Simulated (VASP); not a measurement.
# K (Fm-3m) in VASP: a series of runs

K is run at these levels: LDA; tasks: relaxation of cell and atoms, single point.

Program: VASP 6.6.1. These are calculated values, not measurements. Logs are shortened: lines on timing, memory, paths and dates and some standing lists are left out, and cuts for length are marked.

## 1. The cell of the first run

It takes space group Fm-3m (No. 225, cubic). Conventional cell: a = 6.583 Å, b = 6.583 Å, c = 6.583 Å, α = 90.00°, β = 90.00°, γ = 90.00°.

This isn't the form of K at room conditions, which is bcc.

## 2. Relaxation of cell and atoms, LDA

INCAR

```
ALGO = Normal
EDIFF = 1E-6
EDIFFG = -0.01
ENCUT = 600
IBRION = 2
ISIF = 3
ISMEAR = -1
LASPH = T
LCHARG = F
LREAL = F
LWAVE = F
NELM = 60
NSW = 80
PREC = Accurate
SIGMA = 0.1
```

KPOINTS

```
k-points
0
Gamma
  8 8 8
```

POSCAR

```
K
1.0
    0.0000000000      3.2915437429      3.2915437429
    3.2915437429      0.0000000000      3.2915437429
    3.2915437429      3.2915437429      0.0000000000
K
1
Direct
    0.0000000000      0.0000000000      0.0000000000
```

Potentials or basis: VASP PAW LDA potentials, release 64 (K_sv).

The run is started by

```console
$ cat potpaw_LDA.64/K_sv/POTCAR > POTCAR
$ mpirun -np 1 vasp_std > vasp.out
```

OUTCAR:

```text
EDIFF = 1E-6
   EDIFFG = -0.01
   ENCUT = 600
   IBRION = 2
   ISIF = 3
   ISMEAR = -1
   LASPH = T
   LREAL = F
   NELM = 60
   NSW = 80
   PREC = Accurate

 ion  position               nearest neighbor table
   1  0.000  0.000  0.000-

  LATTYP: Found a face centered cubic cell.
 ALAT       =     6.5830874858

  Lattice vectors:

 A1 = (   0.0000000000,   3.2915437429,   3.2915437429)
 A2 = (   3.2915437429,   0.0000000000,   3.2915437429)
 A3 = (   3.2915437429,   3.2915437429,   0.0000000000)

Analysis of symmetry for initial positions (statically):
=====================================================================
 Subroutine PRICEL returns:
 Original cell was already a primitive cell.

 Routine SETGRP: Setting up the symmetry group for a
 face centered cubic supercell.

 Subroutine GETGRP returns: Found 48 space group operations
 (whereof 48 operations were pure point group operations)
 out of a pool of 48 trial point group operations.

The static configuration has the point symmetry O_h .

Analysis of symmetry for dynamics (positions and initial velocities):
=====================================================================
 Subroutine PRICEL returns:
 Original cell was already a primitive cell.

 Routine SETGRP: Setting up the symmetry group for a
 face centered cubic supercell.

 Subroutine GETGRP returns: Found 48 space group operations
 (whereof 48 operations were pure point group operations)
 out of a pool of 48 trial point group operations.

The dynamic configuration has the point symmetry O_h .

 Subroutine INISYM returns: Found 48 space group operations
 (whereof 48 operations are pure point group operations),
 and found     1 'primitive' translations

----------------------------------------------------------------------------------------

                                     Primitive cell

  volume of cell :      71.3229

  direct lattice vectors                    reciprocal lattice vectors
     0.000000000  3.291543743  3.291543743    -0.151904407  0.151904407  0.151904407
     3.291543743  0.000000000  3.291543743     0.151904407 -0.151904407  0.151904407
     3.291543743  3.291543743  0.000000000     0.151904407  0.151904407 -0.151904407

  length of vectors
     4.654945802  4.654945802  4.654945802     0.263106151  0.263106151  0.263106151

  position of ions in fractional coordinates (direct lattice)
     0.000000000  0.000000000  0.000000000

  ion indices of the primitive-cell ions
   primitive index   ion index
                 1           1

----------------------------------------------------------------------------------------

 KPOINTS: k-points

Automatic generation of k-mesh.
 Grid dimensions read from file:
 generate k-points for:    8    8    8

 Generating k-lattice:

  Cartesian coordinates                     Fractional coordinates (reciprocal lattice)
    -0.018988051  0.018988051  0.018988051     0.125000000  0.000000000  0.000000000
     0.018988051 -0.018988051  0.018988051     0.000000000  0.125000000  0.000000000
     0.018988051  0.018988051 -0.018988051     0.000000000  0.000000000  0.125000000

  Length of vectors
     0.032888269  0.032888269  0.032888269

  Shift w.r.t. Gamma in fractional coordinates (k-lattice)
     0.000000000  0.000000000  0.000000000

 Subroutine IBZKPT returns following result:
 ===========================================

 Found     29 irreducible k-points:

 Following reciprocal coordinates:
            Coordinates               Weight
  0.000000  0.000000  0.000000      1.000000
  0.125000  0.000000  0.000000      8.000000
  0.250000  0.000000  0.000000      8.000000
  0.375000  0.000000  0.000000      8.000000
  0.500000  0.000000  0.000000      4.000000
  0.125000  0.125000  0.000000      6.000000
[... 16 lines left out ...]
  0.500000  0.250000  0.125000     48.000000
 -0.375000  0.250000  0.125000     24.000000
 [... further k-points ...]
   k-points           NKPTS =     29   k-points in BZ     NKDIM =     29   number of bands    NBANDS=      8
   number of dos      NEDOS =    301   number of ions     NIONS =      1
   total plane-waves  NPLWV =  64000
   dimension x,y,z NGX =    40 NGY =   40 NGZ =   40
   dimension x,y,z NGXF=    80 NGYF=   80 NGZF=   80
   ions per type =               1
   NGX,Y,Z   is equivalent  to a cutoff of  14.29, 14.29, 14.29 a.u.
   NGXF,Y,Z  is equivalent  to a cutoff of  28.57, 28.57, 28.57 a.u.
 SYSTEM =  unknown system
   PREC   = accura    normal or accurate (medium, high low for compatibility)
   ISTART =      0    job   : 0-new  1-cont  2-samecut
   ICHARG =      2    charge: 1-file 2-atom 10-const
   ISPIN  =      1    spin polarized calculation?
   LNONCOLLINEAR =      F non collinear calculations
   LSORBIT =      F    spin-orbit coupling
   LASPH  =      T    aspherical Exc in radial PAW
   ENCUT  =  600.0 eV  44.10 Ry    6.64 a.u.   9.30  9.30  9.30*2*pi/ulx,y,z
   NELM   =     60;   NELMIN=  2; NELMDL= -5     # of ELM steps
   EDIFF  = 0.1E-05   stopping-criterion for ELM
   LREAL  =      F    real-space projection
   EDIFFG = -.1E-01   stopping-criterion for IOM
   NSW    =     80    number of steps for IOM
   IBRION =      2    ionic relax: 0-MD 1-quasi-New 2-CG
   NFREE  =      1    steps in history (QN), initial steepest desc. (CG)
   ISIF   =      3    stress and relaxation
   ISYM   =      2    0-nonsym 1-usesym 2-fastsym
   POTIM  = 0.5000    time-step for ionic-motion
   TEBEG  =    0.0;   TEEND  =   0.0 temperature during run
   PSTRESS=    0.0 pullay stress
   NELECT =       9.0000    total number of electrons
   NUPDOWN=      -1.0000    fix difference up-down
   EMIN   =  10.00;   EMAX   =-10.00  energy-range for DOS
   EFERMI =   0.00;   METHOD = LEGACY
   ISMEAR =    -1;   SIGMA  =   0.10  broadening in eV -4-tet -1-fermi 0-gaus
   EFERMI_NEDOS =   21; number of points for ismear=-14 and -15
   IALGO  =     38    algorithm
   IMIX   =      4    mixing-type and parameters
     AMIX     =   0.40;   BMIX     =  1.00
     AMIX_MAG =   1.60;   BMIX_MAG =  1.00
  volume/ion in A,a.u.               =      71.32       481.31
  Fermi-wavevector in a.u.,A,eV,Ry     =   0.821131  1.551714  9.173822  0.674257
  Thomas-Fermi vector in A             =   1.932236
   LORBIT       =      0    0 simple, 1 ext, 2 COOP (PROOUT), +10 PAW based schemes
   GGA     = CA    functional components
   LHFCALC =     F    Hartree Fock is set to
   AEXX    =    0.0000 exact exchange contribution
   IVDW    =     0    specifies the selected vdW correction
   LEPSILON=     F    determine dielectric tensor
   LRPA    =     F    only Hartree local field effects (RPA)
 conjugate gradient relaxation of ions
 non-spin polarized calculation
  energy-cutoff  :      600.00
  volume of cell :       71.32
 maximum number of plane-waves:      2421
 NGX is ok and might be reduce to    40
   NGX = 19   NGY = 19   NGZ = 19

--------------------------------------- Ionic step        1  -------------------------------------------

 number of electron       9.0000000 magnetization

 Free energy of the ion-electron system (eV)
  ---------------------------------------------------
  ext. energy  EPLUGINS =         0.00000000
  ---------------------------------------------------
  free energy    TOTEN  =        -1.16739907 eV

  energy without entropy =       -1.14036819  energy(sigma->0) =       -1.15388363

------------------------ aborting loop because EDIFF is reached ----------------------------------------

  FORCE on cell =-STRESS in cart. coord.  units (eV):
  Direction    XX          YY          ZZ          XY          YZ          ZX
  --------------------------------------------------------------------------------------
  -------------------------------------------------------------------------------------
  Total       -0.1648219     -0.1648219     -0.1648219      0.0000000     -0.0000000     -0.0000000
  in kB       -3.7025131     -3.7025131     -3.7025131      0.0000000     -0.0000000     -0.0000000
  external PRESSURE =      -3.7025131 kB  Pullay stress =       0.0000000 kB
[... 90 lines left out ...]
  energy  without entropy=       -1.1492744748  energy(sigma->0) =       -1.16240800

--------------------------------------- Ionic step        4  -------------------------------------------

 number of electron       9.0000000 magnetization

 Free energy of the ion-electron system (eV)
  ---------------------------------------------------
  ext. energy  EPLUGINS =         0.00000000
  ---------------------------------------------------
  free energy    TOTEN  =        -1.17581171 eV

  energy without entropy =       -1.14972901  energy(sigma->0) =       -1.16277036

 E-fermi :  -0.0285     XC(G=0):  -6.2292

 val. band max:       -0.1611556563   @ k =  -0.3750   0.1250   0.0000
 cond. band min:       0.0577698196   @ k =   0.5000   0.3750   0.1250
 fundamental gap:      0.2189254759
 Fermi energy:        -0.0285183220

 k-point     1 :       0.0000    0.0000    0.0000
  band No.  band energies     occupation
      1     -31.7388      2.00000
      2     -15.4074      2.00000
      3     -15.4074      2.00000
      4     -15.4074      2.00000
      5      -2.3672      2.00000
      6       4.2076      0.00000
      7       4.2076      0.00000
      8       4.2076      0.00000
[... 243 lines left out ...]
 k-point    24 :      -0.3750    0.2500    0.1250
  band No.  band energies     occupation
      1     -31.7298      2.00000
      2     -15.5039      2.00000
      3     -15.4516      2.00000
      4     -15.4318      2.00000
      5       0.8215      0.00041
      6       0.8756      0.00024
      7       2.9148      0.00000
      8       4.1542      0.00000

 [... further k-points ...]
[... 5 lines left out ...]
  --------------------------------------------------------------------------------------
  -------------------------------------------------------------------------------------
  Total        0.0091726      0.0091726      0.0091726      0.0000000      0.0000000      0.0000000
  in kB        0.2288414      0.2288414      0.2288414      0.0000000      0.0000000      0.0000000
  external PRESSURE =       0.2288414 kB  Pullay stress =       0.0000000 kB
[... 16 lines left out ...]
  FREE ENERGIE OF THE ION-ELECTRON SYSTEM (eV)
  ---------------------------------------------------
  free  energy   TOTEN  =        -1.1758117071 eV

  energy  without entropy=       -1.1497290072  energy(sigma->0) =       -1.16277036

 reached required accuracy - stopping structural energy minimisation
```

Wall time 99 s (1 thread of Intel Xeon 8259CL, shared host); peak memory 0.2 GiB.

What came out:

```yaml
Free_energy: -1.1758 eV
Relaxed_volume: 64.22 Å³/atom
Relaxed_cell: a = 4.495 Å, b = 4.495 Å, c = 4.495 Å, α = 60.00°, β = 60.00°, γ = 60.00°
Space_group_after_relaxing_to_0.1_Å: Fm-3m (No. 225)
Energy_gained_by_relaxing: 8.4 meV/atom
Ionic_steps: 4
Pressure_after_relaxing: 0.0 GPa
Band_gap_on_the_k_mesh: zero (an odd number of electrons rules out a gap without spin polarisation)
```

The path:
| step | energy change (eV) | largest force (eV/Å) | pressure (GPa) | volume (Å³) |
| --- | --- | --- | --- | --- |
| 1 | 0.0000 | 0.0000 | -0.37 | 71.32 |
| 2 | -0.0035 | 0.0000 | -0.29 | 69.64 |
| 3 | -0.0081 | 0.0000 | -0.09 | 65.71 |
| 4 | -0.0084 | 0.0000 | 0.02 | 64.22 |

Final structure:
```yaml
crystal:
  lattice:
    - [0.00000, 3.17843, 3.17843]
    - [3.17843, 0.00000, 3.17843]
    - [3.17843, 3.17843, 0.00000]
  atoms:
    - { symbol: K, position: [0.00000, 0.00000, 0.00000] }
```

(Continued in part 2 of 2.)

The gap in the log of VASP goes by the Fermi energy; the results here count the filled bands.